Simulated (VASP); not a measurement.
Here is a VASP 6.6.1 calculation.

Contents of INCAR:

```
PREC = Accurate
ENCUT = 520
EDIFF = 1E-6
ISMEAR = -1
SIGMA = 0.15
LREAL = False
LASPH = True
NELM = 150
ALGO = Normal
ISIF = 2
LWAVE = False
LCHARG = True
ISPIN = 2
MAGMOM = 7
LORBIT = 11
LMAXMIX = 6
GGA = CA
LELF = True
LVHAR = True
NBANDS = 19
```

File KPOINTS:

```
Automatic mesh
0
Gamma
  10 10 10
```

The input POSCAR:

```
Gd
1.0
    0.0000000000      2.6198468364      2.6198468364
    2.6198468364      0.0000000000      2.6198468364
    2.6198468364      2.6198468364      0.0000000000
Gd
1
Direct
    0.0000000000      0.0000000000      0.0000000000
```

Potentials or basis: VASP PAW PBE potentials, release 64 (Gd).

Command:

```bash
$ cat potpaw_PBE.64/Gd/POTCAR > POTCAR
$ mpirun -np 1 vasp_std > vasp.out
```

Q: What does it give for the site moments?

A: Gd +6.79 μB.

Q: What does it give for the net moment?

A: 7.26 μB per cell.

Caveat: the cell stands under tension. The state reached can hang on the start; a lower one may exist.
